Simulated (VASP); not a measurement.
Set up this calculation in VASP 6.6.1, as the native input.

```
Task                   : single point
Functional             : PBE
Potentials or basis    : VASP PAW PBE potentials, release 64 (Ba_sv, Ti_sv, H, O)
Cutoff                 : 520 eV
k mesh                 : 3 × 3 × 3
Occupations            : fermi-dirac, width 0.01 eV
Spin                   : collinear spin
Starting moments       : [0.0, 0.0, 0.0, 0.0, 0.0, 0.0, 0.0, 0.0, 1.0, 0.0, 0.0, 0.0, 0.0, 0.0, 0.0, 0.0, 0.0, 0.0, 0.0, 0.0] μB
Dipole correction      : no
Further INCAR settings : ALGO = Normal; EDIFF = 1e-06; NBANDS = 98
```

The structure of Ba4Ti4HO11 (a cell with a defect) lies in POSCAR:

```
Ba4Ti4HO11
1.0
   -4.0060000000      4.0060000000      4.0060000000
    4.0060000000     -4.0060000000      4.0060000000
    4.0060000000      4.0060000000     -4.0060000000
Ba Ti H O
4 4 1 11
Direct
    0.4979103972      0.4989551986      0.4989551986
    0.0000000000      0.0010448014      0.4989551986
    0.0000000000      0.4989551986      0.0010448014
    0.5020896028      0.0010448014      0.0010448014
    0.0000000000     -0.0117898376     -0.0117898376
    0.5000000000      0.5000000000      0.0000000000
    0.5000000000      0.0000000000      0.5000000000
    0.0000000000      0.5117898376      0.5117898376
    0.0000000000      0.2500000000      0.2500000000
    0.5000000000      0.7500000000      0.2500000000
    0.5000000000      0.2500000000      0.7500000000
    0.0000000000      0.7500000000      0.7500000000
    0.2468363463      0.0043055795      0.2511419258
    0.7531636537      0.4956944205      0.2488580742
    0.7531636537      0.0043055795      0.7574692332
    0.2468363463      0.4956944205      0.7425307668
    0.2468363463      0.2511419258      0.0043055795
    0.7531636537      0.7574692332      0.0043055795
    0.7531636537      0.2488580742      0.4956944205
    0.2468363463      0.7425307668      0.4956944205
```

One way to write it, as run:

INCAR

```
SYSTEM = Ba4Ti4HO11
ALGO     = Normal         ! electronic algorithm
EDIFF    = 1E-6           ! SCF threshold, eV
ENCUT    = 520            ! plane-wave cutoff, eV
GGA      = PE             ! functional
GGA_COMPAT= .FALSE.      
ISIF     = 2              ! what is computed and relaxed
ISMEAR   = -1             ! smearing method
ISPIN    = 2              ! spin polarisation
LASPH    = .TRUE.         ! aspherical terms in the spheres
LCHARG   = .FALSE.        ! write CHGCAR
LMAXMIX  = 4              ! l up to which the mixer works
LORBIT   = 11             ! projections on sites
LREAL    = .FALSE.        ! projectors in reciprocal space
LWAVE    = .FALSE.        ! write WAVECAR
MAGMOM   = 0 0 0 0 0 0 0 0 1 0 0 0 0 0 0 0 0 0 0 0 ! initial moments
NBANDS   = 98             ! bands
NELM     = 200            ! most SCF steps
PREC     = Accurate       ! precision mode
SIGMA    = 0.01           ! smearing width, eV
```

KPOINTS

```
k-points
0
G
  3 3 3
  0 0 0
```

Potentials or basis: VASP PAW PBE potentials, release 64 (Ba_sv, Ti_sv, H, O).

The run is started by

```bash
$ cat potpaw_PBE.64/Ba_sv/POTCAR potpaw_PBE.64/Ti_sv/POTCAR potpaw_PBE.64/H/POTCAR potpaw_PBE.64/O/POTCAR > POTCAR
$ mpirun -np 1 vasp_std > vasp.out
```

It gave:

| Property | Result |
| --- | --- |
| Pressure | 4.0 GPa |
| Largest force | 0.071 eV/Å |
| Net moment | 0.33 μB per cell |
| Site moments | Ba +0.00; Ti +0.08, +0.07 (each value once); H -0.00; O +0.00, -0.01, -0.00 (each value once) μB |
| Valence electrons inside the program's atomic spheres | Ba 7.99; Ti 10.27, 10.17 (each value once); H 0.56; O 5.03, 5.06 (each value once) |

Caveat: the k points lie up to 0.37 Å⁻¹ apart.

Run time: 10 min on 1 thread of Oxide Virtual Turin-like Processor (shared host), peak memory 0.61 GiB.
